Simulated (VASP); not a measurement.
A run of VASP 6.6.1 is set up as follows.

INCAR

```
SYSTEM = CuO2
PREC = Accurate ; ENCUT = 700
EDIFF = 1E-6 ; ISMEAR = -1
SIGMA = 0.05 ; LREAL = .FALSE.
LASPH = .TRUE. ; NELM = 120
ALGO = Normal ; ISIF = 2
LWAVE = .FALSE. ; LCHARG = .FALSE.
GGA = PS ; NBANDS = 40
GGA_COMPAT = .FALSE.
```

KPOINTS

```
regular mesh
0
G
  8 8 6
  0 0 0
```

Contents of POSCAR:

```
CuO2
1.0
    1.4126150000     -5.2107470000      0.0000000000
    1.4126150000      5.2107470000      0.0000000000
    0.0000000000      0.0000000000      4.3434240000
Cu O
2 4
Direct
    0.1672530000      0.8327470000      0.7500000000
    0.8327470000      0.1672530000      0.2500000000
    0.7889700000      0.2110300000      0.7500000000
    0.2110300000      0.7889700000      0.2500000000
    0.5514860000      0.4485140000      0.7500000000
    0.4485140000      0.5514860000      0.2500000000
```

Potentials or basis: VASP PAW PBE potentials, release 64 (Cu_sv_GW, O).

The run is started by

```sh
$ cat potpaw_PBE.64/Cu_sv_GW/POTCAR potpaw_PBE.64/O/POTCAR > POTCAR
$ mpirun -np 1 vasp_std > vasp.out
```

(1) Estimate the band gap on the k mesh.

(2) What does it give for the largest force?

(3) Predict the pressure.

Results:

(1) zero (bands 31 and 32 overlap by 0.53 eV).

(2) 0.484 eV/Å.

(3) -10.7 GPa.

Caveat: the cell stands under tension; the PAW data sets were made with another functional, which shifts forces and pressure a little; semilocal functionals often make such compounds metallic where correlation or magnetic order opens a gap, which also shifts bond lengths.
